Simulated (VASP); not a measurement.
A run of VASP 6.6.1 is set up as follows.

File INCAR:

```
SYSTEM = MgO
ALGO = Normal
EDIFF = 1E-7
ENCUT = 520
GGA = PS
ISIF = 2
ISMEAR = 0
LASPH = .True.
LCHARG = .False.
LREAL = .False.
LWAVE = .False.
NBANDS = 11
NELM = 80
PREC = Accurate
SIGMA = 0.01
```

KPOINTS

```
k-points
0
Gamma
  12 12 8
  0 0 0
```

Contents of POSCAR:

```
MgO
1.0
    2.9380200000      0.0000000000      0.0000000000
   -1.4690100000      2.5444000000      0.0000000000
    0.0000000000      0.0000000000      2.6796800000
Mg O
1 1
Direct
    0.0000000000      0.0000000000      0.0000000000
    0.3333333333      0.6666666667      0.5000000000
```

Potentials or basis: VASP PAW PBE potentials, release 64 (Mg, O).

Launch:

```bash
$ cat potpaw_PBE.64/Mg/POTCAR potpaw_PBE.64/O/POTCAR > POTCAR
$ mpirun -np 1 vasp_std > vasp.out
```

Q: Predict the band gap on the k mesh.

A: 2.92 eV, indirect (least direct gap 3.33 eV).

Q: What does it give for the pressure?

A: -4.4 GPa.

Stress tensor (GPa, compression positive):
```
-4.26  0.00  0.00
 0.00 -4.26  0.00
 0.00  0.00 -4.53
```

Caveat: the PAW data sets were made with another functional, which shifts forces and pressure a little. A k mesh can miss the band edges.
